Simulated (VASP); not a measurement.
# Hf (Im-3m) in VASP: a series of runs, part 2 of 2

VASP 6.6.1. The steps go on from the part before.

### Step 4. Single point, PBE

This run uses another cell than the first one, of 22.74 Å³/atom, 1.034 times its volume.

File INCAR:

```
ALGO     = Normal         # electronic algorithm
EDIFF    = 1E-6           # SCF threshold, eV
ENCUT    = 520            # plane-wave cutoff, eV
GGA      = PE             # functional
ISIF     = 2              # what is computed and relaxed
ISMEAR   = -1             # smearing method
LASPH    = T              # aspherical terms in the spheres
LCHARG   = F              # write CHGCAR
LREAL    = F              # projectors in reciprocal space
LWAVE    = F              # write WAVECAR
NBANDS   = 11             # bands
NELM     = 60             # most SCF steps
PREC     = Accurate       # precision mode
SIGMA    = 0.3            # smearing width, eV
```

File KPOINTS:

```
k-points
0
Gamma
  9 9 9
```

File POSCAR:

```
Hf
1.0
   -1.7847700626      1.7847700626      1.7847700626
    1.7847700626     -1.7847700626      1.7847700626
    1.7847700626      1.7847700626     -1.7847700626
Hf
1
Direct
    0.0000000000      0.0000000000      0.0000000000
```

Potentials or basis: VASP PAW PBE potentials, release 64 (Hf_pv).

The run is started by

```
> cat potpaw_PBE.64/Hf_pv/POTCAR > POTCAR
> mpirun -np 1 vasp_std > vasp.out
```

OUTCAR:

```text
EDIFF = 1E-6
   ENCUT = 520
   GGA = PE
   ISIF = 2
   ISMEAR = -1
   LASPH = T
   LREAL = F
   NELM = 60
   PREC = Accurate

 ion  position               nearest neighbor table
   1  0.000  0.000  0.000-

  LATTYP: Found a body centered cubic cell.
 ALAT       =     3.5695401252

  Lattice vectors:

 A1 = (  -1.7847700626,   1.7847700626,   1.7847700626)
 A2 = (   1.7847700626,  -1.7847700626,   1.7847700626)
 A3 = (   1.7847700626,   1.7847700626,  -1.7847700626)

Analysis of symmetry for initial positions (statically):
=====================================================================
 Subroutine PRICEL returns:
 Original cell was already a primitive cell.

 Routine SETGRP: Setting up the symmetry group for a
 body centered cubic supercell.

 Subroutine GETGRP returns: Found 48 space group operations
 (whereof 48 operations were pure point group operations)
 out of a pool of 48 trial point group operations.

The static configuration has the point symmetry O_h .

[... 162 lines left out ...]
 Fermi energy:         4.4872166837

 k-point     1 :       0.0000    0.0000    0.0000
  band No.  band energies     occupation
      1     -25.4167      2.00000
      2     -25.4167      2.00000
      3     -25.4167      2.00000
      4      -2.5180      2.00000
      5       5.9879      0.01335
      6       5.9879      0.01335
      7       5.9879      0.01335
      8       8.7217      0.00000
      9       8.7217      0.00000
     10      17.6712      0.00000
     11      17.6712      0.00000
[... 309 lines left out ...]
 k-point    24 :      -0.4444   -0.4444    0.1111
  band No.  band energies     occupation
      1     -26.1124      2.00000
      2     -25.7868      2.00000
      3     -25.5407      2.00000
      4       2.1943      1.99904
      5       4.1679      1.48710
      6       4.5536      0.88981
      7       7.3826      0.00013
      8      10.0687      0.00000
      9      12.5249      0.00000
     10      13.5526      0.00000
     11      16.9086      0.00000

 [... further k-points ...]

------------------------ aborting loop because EDIFF is reached ----------------------------------------

  FORCE on cell =-STRESS in cart. coord.  units (eV):
  Direction    XX          YY          ZZ          XY          YZ          ZX
  --------------------------------------------------------------------------------------
  -------------------------------------------------------------------------------------
  Total       -0.0494107     -0.0494107     -0.0494107      0.0000000     -0.0000000      0.0000000
  in kB       -3.4811684     -3.4811684     -3.4811684      0.0000000     -0.0000000      0.0000000
  external PRESSURE =      -3.4811684 kB  Pullay stress =       0.0000000 kB

 VOLUME and BASIS-vectors are now :
 -----------------------------------------------------------------------------
  energy-cutoff  :      520.00
  volume of cell :       22.74
      direct lattice vectors                 reciprocal lattice vectors
    -1.784770063  1.784770063  1.784770063     0.000000000  0.280148133  0.280148133
     1.784770063 -1.784770063  1.784770063     0.280148133  0.000000000  0.280148133
     1.784770063  1.784770063 -1.784770063     0.280148133  0.280148133  0.000000000

 POSITION                                       TOTAL-FORCE (eV/Angst)
 -----------------------------------------------------------------------------------
      0.00000      0.00000      0.00000         0.000000     -0.000000     -0.000000
 -----------------------------------------------------------------------------------
    total drift:                               -0.000000      0.000000      0.000000

  FREE ENERGIE OF THE ION-ELECTRON SYSTEM (eV)
  ---------------------------------------------------
  free  energy   TOTEN  =       -10.0125322523 eV

  energy  without entropy=       -9.5214974250  energy(sigma->0) =       -9.76701484
```

OSZICAR:

```text
N       E                     dE             d eps       ncg     rms          rms(c)
DAV:   1     0.124294393537E+02    0.12429E+02   -0.58137E+03   770   0.841E+02
DAV:   2    -0.996080565508E+01   -0.22390E+02   -0.21651E+02   986   0.154E+02
DAV:   3    -0.103561765439E+02   -0.39537E+00   -0.39190E+00   919   0.141E+01
DAV:   4    -0.103578815578E+02   -0.17050E-02   -0.17047E-02   893   0.113E+00
DAV:   5    -0.103578910225E+02   -0.94647E-05   -0.94645E-05   928   0.725E-02    0.448E+01
DAV:   6    -0.100996025842E+02    0.25829E+00   -0.21860E-01   860   0.347E+00    0.263E+01
DAV:   7    -0.100165475624E+02    0.83055E-01   -0.30174E-01   866   0.400E+00    0.117E+00
DAV:   8    -0.100124983691E+02    0.40492E-02   -0.22291E-02   869   0.106E+00    0.967E-02
DAV:   9    -0.100125281739E+02   -0.29805E-04   -0.30576E-04   984   0.153E-01    0.495E-02
DAV:  10    -0.100125325114E+02   -0.43374E-05   -0.21734E-05   878   0.370E-02    0.280E-02
DAV:  11    -0.100125322523E+02    0.25910E-06   -0.31916E-06   914   0.133E-02
   1 F= -.10012532E+02 E0= -.97670148E+01  d E =-.491035E+00
```

It took 6.7 s on 1 thread of Intel Xeon Platinum 8488C (Sapphire Rapids), shared host; peak memory 0.14 GiB.

What came out:

| Item | Value |
| --- | --- |
| Free energy | -10.0125 eV |
| Pressure | -0.3 GPa |
| Band gap on the k mesh | zero (band 5 reaches 5.99 eV, above the bottom of band 6 at 3.74 eV) |

Caveat: spin-orbit coupling is left out, which moves the levels of the heavy elements.

### Step 5. Summary

```tsv
level	cell	gap on the mesh (eV)	pressure (GPa)
PBE+D3(BJ)	a = 3.057 Å, angles 109.5°, 1 atom	none	-0.4
PBEsol	a = 3.044 Å, angles 109.5°, 1 atom	none	-0.3
PBE	a = 3.091 Å, angles 109.5°, 1 atom	none	-0.3
```

Alike in all rows: task single point; potentials or basis VASP PAW PBE potentials, release 64 (Hf_pv); no spin polarisation; k mesh 9 × 9 × 9; cutoff (eV) 520; smearing fermi-dirac 0.3 eV.

Caveats: spin-orbit coupling is left out, which moves the levels of the heavy elements; pairwise dispersion overbinds metals, which lowers pressure and volume (some runs); the PAW data sets were made with another functional, which shifts forces and pressure a little (some runs).

Total energies depend on the potentials used, so only differences within one code and one set of settings carry meaning.
